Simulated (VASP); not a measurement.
# YTiTe3 (P6/mmm) in VASP: single point with PBE

Aim: the single point of YTiTe3 with PBE.

Program: VASP 6.6.1. These are calculated values, not measurements. Logs are shortened: lines on timing, memory, paths and dates and some standing lists are left out, and cuts for length are marked.

### 1 The cell of the first run

The structure is hexagonal, space group P6/mmm (No. 191). The conventional cell has a = 6.101 Å, b = 6.101 Å, c = 5.344 Å, α = 90.00°, β = 90.00°, γ = 120.00°. Within 3.5 Å of Y (site symmetry 6/mmm) lie 2 Ti at 2.67 Å. Within 3.5 Å of Ti (site symmetry 6/mmm) lie 2 Y at 2.67 Å and 6 Te at 3.05 Å. Within 4.0 Å of Te (site symmetry mmm) lie 4 Te at 3.05 Å and 2 Ti at 3.05 Å.

### 2 Single point, PBE

Contents of INCAR:

```
ALGO = Normal
EDIFF = 1E-7
ENCUT = 520
GGA = PE
ISIF = 2
ISMEAR = 0
LASPH = True
LCHARG = False
LREAL = False
LWAVE = False
NBANDS = 28
NELM = 60
PREC = Accurate
SIGMA = 0.1
```

Contents of KPOINTS:

```
k-points
0
Gamma
  3 3 4
```

Contents of POSCAR:

```
YTiTe3
1.0
    6.1011549300      0.0000000000      0.0000000000
   -3.0505774700      5.2837551600      0.0000000000
    0.0000000000      0.0000000000      5.3442717200
Y Ti Te
1 1 3
Direct
    0.0000000000      0.0000000000      0.5000000000
    0.0000000000      0.0000000000      0.0000000000
    0.5000000000      0.0000000000      0.0000000000
    0.0000000000      0.5000000000      0.0000000000
    0.5000000000      0.5000000000      0.0000000000
```

Potentials or basis: VASP PAW PBE potentials, release 64 (Y_sv, Ti_sv, Te).

Launch:

```bash
> cat potpaw_PBE.64/Y_sv/POTCAR potpaw_PBE.64/Ti_sv/POTCAR potpaw_PBE.64/Te/POTCAR > POTCAR
> mpirun -np 1 vasp_std > vasp.out
```

OUTCAR:

```text
EDIFF = 1E-7
   ENCUT = 520
   GGA = PE
   ISIF = 2
   ISMEAR = 0
   LASPH = True
   LREAL = False
   NELM = 60
   PREC = Accurate

 ion  position               nearest neighbor table
   1  0.000  0.000  0.500-   2 2.67   2 2.67
   2  0.000  0.000  0.000-   1 2.67   1 2.67   5 3.05   5 3.05   3 3.05   3 3.05   4 3.05   4 3.05

   3  0.500  0.000  0.000-   4 3.05   4 3.05   2 3.05   2 3.05   5 3.05   5 3.05
   4  0.000  0.500  0.000-   3 3.05   3 3.05   5 3.05   5 3.05   2 3.05   2 3.05
   5  0.500  0.500  0.000-   2 3.05   2 3.05   4 3.05   4 3.05   3 3.05   3 3.05

  LATTYP: Found a hexagonal cell.
 ALAT       =     6.1011549300
 C/A-ratio  =     0.8759442731

  Lattice vectors:

 A1 = (   6.1011549300,   0.0000000000,   0.0000000000)
 A2 = (  -3.0505774700,   5.2837551600,   0.0000000000)
 A3 = (   0.0000000000,   0.0000000000,   5.3442717200)

Analysis of symmetry for initial positions (statically):
=====================================================================
 Subroutine PRICEL returns:
 Original cell was already a primitive cell.

 Routine SETGRP: Setting up the symmetry group for a
 hexagonal supercell.

 Subroutine GETGRP returns: Found 24 space group operations
 (whereof 24 operations were pure point group operations)
 out of a pool of 24 trial point group operations.

The static configuration has the point symmetry D_6h.

Analysis of symmetry for dynamics (positions and initial velocities):
=====================================================================
 Subroutine PRICEL returns:
 Original cell was already a primitive cell.

 Routine SETGRP: Setting up the symmetry group for a
 hexagonal supercell.

 Subroutine GETGRP returns: Found 24 space group operations
 (whereof 24 operations were pure point group operations)
 out of a pool of 24 trial point group operations.

The dynamic configuration has the point symmetry D_6h.

 Subroutine INISYM returns: Found 24 space group operations
 (whereof 24 operations are pure point group operations),
 and found     1 'primitive' translations

----------------------------------------------------------------------------------------

                                     Primitive cell

  volume of cell :     172.2833

  direct lattice vectors                    reciprocal lattice vectors
     6.101154930  0.000000000  0.000000000     0.163903394  0.094629669  0.000000000
    -3.050577470  5.283755160  0.000000000     0.000000000  0.189259337  0.000000000
     0.000000000  0.000000000  5.344271720     0.000000000  0.000000000  0.187116234

  length of vectors
     6.101154930  6.101154931  5.344271720     0.189259337  0.189259337  0.187116234

  position of ions in fractional coordinates (direct lattice)
     0.000000000  0.000000000  0.500000000
     0.000000000  0.000000000  0.000000000
     0.500000000  0.000000000  0.000000000
     0.000000000  0.500000000  0.000000000
     0.500000000  0.500000000  0.000000000

  ion indices of the primitive-cell ions
   primitive index   ion index
                 1           1
                 2           2
                 3           3
                 4           4
                 5           5

----------------------------------------------------------------------------------------

 KPOINTS: k-points

Automatic generation of k-mesh.
 Grid dimensions read from file:
 generate k-points for:    3    3    4

 Generating k-lattice:

  Cartesian coordinates                     Fractional coordinates (reciprocal lattice)
     0.054634465  0.031543223  0.000000000     0.333333333 -0.000000000  0.000000000
     0.000000000  0.063086446  0.000000000     0.000000000  0.333333333  0.000000000
     0.000000000  0.000000000  0.046779059     0.000000000  0.000000000  0.250000000

  Length of vectors
     0.063086446  0.063086446  0.046779059

  Shift w.r.t. Gamma in fractional coordinates (k-lattice)
     0.000000000  0.000000000  0.000000000

 Subroutine IBZKPT returns following result:
 ===========================================

 Found      9 irreducible k-points:

 Following reciprocal coordinates:
            Coordinates               Weight
  0.000000  0.000000  0.000000      1.000000
  0.333333  0.000000  0.000000      6.000000
  0.333333  0.333333  0.000000      2.000000
  0.000000  0.000000  0.250000      2.000000
  0.333333  0.000000  0.250000     12.000000
  0.333333  0.333333  0.250000      4.000000
  0.000000  0.000000  0.500000      1.000000
  0.333333  0.000000  0.500000      6.000000
  0.333333  0.333333  0.500000      2.000000
   k-points           NKPTS =      9   k-points in BZ     NKDIM =      9   number of bands    NBANDS=     28
   number of dos      NEDOS =    301   number of ions     NIONS =      5
   total plane-waves  NPLWV =  92160
   dimension x,y,z NGX =    48 NGY =   48 NGZ =   40
   dimension x,y,z NGXF=    96 NGYF=   96 NGZF=   80
   ions per type =               1   1   3
   NGX,Y,Z   is equivalent  to a cutoff of  13.08, 13.08, 12.44 a.u.
   NGXF,Y,Z  is equivalent  to a cutoff of  26.16, 26.16, 24.89 a.u.
 SYSTEM =  unknown system
   PREC   = accura    normal or accurate (medium, high low for compatibility)
   ISTART =      0    job   : 0-new  1-cont  2-samecut
   ICHARG =      2    charge: 1-file 2-atom 10-const
   ISPIN  =      1    spin polarized calculation?
   LNONCOLLINEAR =      F non collinear calculations
   LSORBIT =      F    spin-orbit coupling
   LASPH  =      T    aspherical Exc in radial PAW
   ENCUT  =  520.0 eV  38.22 Ry    6.18 a.u.  11.34 11.34  9.94*2*pi/ulx,y,z
   NELM   =     60;   NELMIN=  2; NELMDL= -5     # of ELM steps
   EDIFF  = 0.1E-06   stopping-criterion for ELM
   LREAL  =      F    real-space projection
   EDIFFG = 0.1E-05   stopping-criterion for IOM
   NSW    =      0    number of steps for IOM
   IBRION =     -1    ionic relax: 0-MD 1-quasi-New 2-CG
   NFREE  =      0    steps in history (QN), initial steepest desc. (CG)
   ISIF   =      2    stress and relaxation
   ISYM   =      2    0-nonsym 1-usesym 2-fastsym
   POTIM  = 0.5000    time-step for ionic-motion
   TEBEG  =    0.0;   TEEND  =   0.0 temperature during run
   PSTRESS=    0.0 pullay stress
   NELECT =      41.0000    total number of electrons
   NUPDOWN=      -1.0000    fix difference up-down
   EMIN   =  10.00;   EMAX   =-10.00  energy-range for DOS
   EFERMI =   0.00;   METHOD = LEGACY
   ISMEAR =     0;   SIGMA  =   0.10  broadening in eV -4-tet -1-fermi 0-gaus
   EFERMI_NEDOS =   21; number of points for ismear=-14 and -15
   IALGO  =     38    algorithm
   IMIX   =      4    mixing-type and parameters
     AMIX     =   0.40;   BMIX     =  1.00
     AMIX_MAG =   1.60;   BMIX_MAG =  1.00
  volume/ion in A,a.u.               =      34.46       232.53
  Fermi-wavevector in a.u.,A,eV,Ry     =   1.014507  1.917140 14.003447  1.029224
  Thomas-Fermi vector in A             =   2.147739
   LORBIT       =      0    0 simple, 1 ext, 2 COOP (PROOUT), +10 PAW based schemes
   GGA     = PE    functional components
   LHFCALC =     F    Hartree Fock is set to
   AEXX    =    0.0000 exact exchange contribution
   IVDW    =     0    specifies the selected vdW correction
   LEPSILON=     F    determine dielectric tensor
   LRPA    =     F    only Hartree local field effects (RPA)
 non-spin polarized calculation
 Gauss-broadening in eV      SIGMA  =   0.10
  energy-cutoff  :      520.00
  volume of cell :      172.28
 maximum number of plane-waves:      4652
 NGX is ok and might be reduce to    48
   NGX = 23   NGY = 23   NGZ = 19

 number of electron      41.0000001 magnetization

 Free energy of the ion-electron system (eV)
  ---------------------------------------------------
  ext. energy  EPLUGINS =         0.00000000
  ---------------------------------------------------
  free energy    TOTEN  =       -21.59625669 eV

  energy without entropy =      -21.52956191  energy(sigma->0) =      -21.56290930

 E-fermi :   5.0541     XC(G=0):  -8.5877

 val. band max:        5.0523650553   @ k =   0.3333   0.0000   0.0000
 cond. band min:       5.0851360848   @ k =   0.3333   0.0000   0.2500
 fundamental gap:      0.0327710295
 Fermi energy:         5.0541271713

 k-point     1 :       0.0000    0.0000    0.0000
  band No.  band energies     occupation
      1     -51.9395      2.00000
      2     -38.6073      2.00000
      3     -28.3746      2.00000
      4     -28.3746      2.00000
      5     -28.0832      2.00000
      6     -18.6979      2.00000
[... 20 lines left out ...]
     27       6.6475      0.00000
     28       8.1459      0.00000

 k-point     2 :       0.3333    0.0000    0.0000
  band No.  band energies     occupation
      1     -51.9396      2.00000
      2     -38.6072      2.00000
      3     -28.3745      2.00000
      4     -28.3745      2.00000
      5     -28.0832      2.00000
      6     -18.6984      2.00000
[... 20 lines left out ...]
     27       6.9522      0.00000
     28       7.2150      0.00000

 k-point     3 :       0.3333    0.3333    0.0000
  band No.  band energies     occupation
      1     -51.9396      2.00000
      2     -38.6072      2.00000
      3     -28.3745      2.00000
      4     -28.3745      2.00000
      5     -28.0832      2.00000
      6     -18.6984      2.00000
[... 20 lines left out ...]
     27       6.8665      0.00000
     28       6.8665      0.00000

 k-point     4 :       0.0000    0.0000    0.2500
  band No.  band energies     occupation
      1     -51.9394      2.00000
      2     -38.6103      2.00000
      3     -28.3744      2.00000
      4     -28.3744      2.00000
      5     -28.0617      2.00000
      6     -18.6992      2.00000
[... 113 lines left out ...]
     27       6.6844      0.00000
     28       7.1176      0.00000

 k-point     8 :       0.3333    0.0000    0.5000
  band No.  band energies     occupation
      1     -51.9393      2.00000
      2     -38.6134      2.00000
      3     -28.3742      2.00000
      4     -28.3741      2.00000
      5     -28.0400      2.00000
      6     -18.7010      2.00000
[... 20 lines left out ...]
     27       6.7115      0.00000
     28       6.7830      0.00000

 k-point     9 :       0.3333    0.3333    0.5000
  band No.  band energies     occupation
      1     -51.9393      2.00000
      2     -38.6134      2.00000
      3     -28.3741      2.00000
      4     -28.3741      2.00000
      5     -28.0399      2.00000
      6     -18.7010      2.00000
[... 20 lines left out ...]
     27       6.6988      0.00000
     28       6.7004      0.00000

------------------------ aborting loop because EDIFF is reached ----------------------------------------

  FORCE on cell =-STRESS in cart. coord.  units (eV):
  Direction    XX          YY          ZZ          XY          YZ          ZX
  --------------------------------------------------------------------------------------
  -------------------------------------------------------------------------------------
  Total        4.0787280      4.0787280     -1.9147286     -0.0000000      0.0000000      0.0000000
  in kB       37.9308047     37.9308047    -17.8063347     -0.0000000      0.0000000      0.0000000
  external PRESSURE =      19.3517583 kB  Pullay stress =       0.0000000 kB

 VOLUME and BASIS-vectors are now :
 -----------------------------------------------------------------------------
  energy-cutoff  :      520.00
  volume of cell :      172.28
      direct lattice vectors                 reciprocal lattice vectors
     6.101154930  0.000000000  0.000000000     0.163903394  0.094629669  0.000000000
    -3.050577470  5.283755160  0.000000000     0.000000000  0.189259337  0.000000000
     0.000000000  0.000000000  5.344271720     0.000000000  0.000000000  0.187116234

 POSITION                                       TOTAL-FORCE (eV/Angst)
 -----------------------------------------------------------------------------------
      0.00000      0.00000      2.67214        -0.000000      0.000000      0.000000
      0.00000      0.00000      0.00000        -0.000000      0.000000      0.000000
      3.05058      0.00000      0.00000         0.000000      0.000000      0.000000
     -1.52529      2.64188      0.00000         0.000000      0.000000      0.000000
      1.52529      2.64188      0.00000        -0.000000      0.000000      0.000000
 -----------------------------------------------------------------------------------
    total drift:                                0.000000      0.000000      0.000000

  FREE ENERGIE OF THE ION-ELECTRON SYSTEM (eV)
  ---------------------------------------------------
  free  energy   TOTEN  =       -21.5962566920 eV

  energy  without entropy=      -21.5295619075  energy(sigma->0) =      -21.56290930
```

It took 3.2 min on 1 thread of AMD EPYC 7R13 (Zen 3), shared host; peak memory 0.27 GiB.

What came out:

```yaml
Free_energy: -21.5963 eV
Pressure: 1.9 GPa
```

Caveat: the k points lie up to 0.40 Å⁻¹ apart; spin-orbit coupling is left out, which moves the levels of the heavy elements.
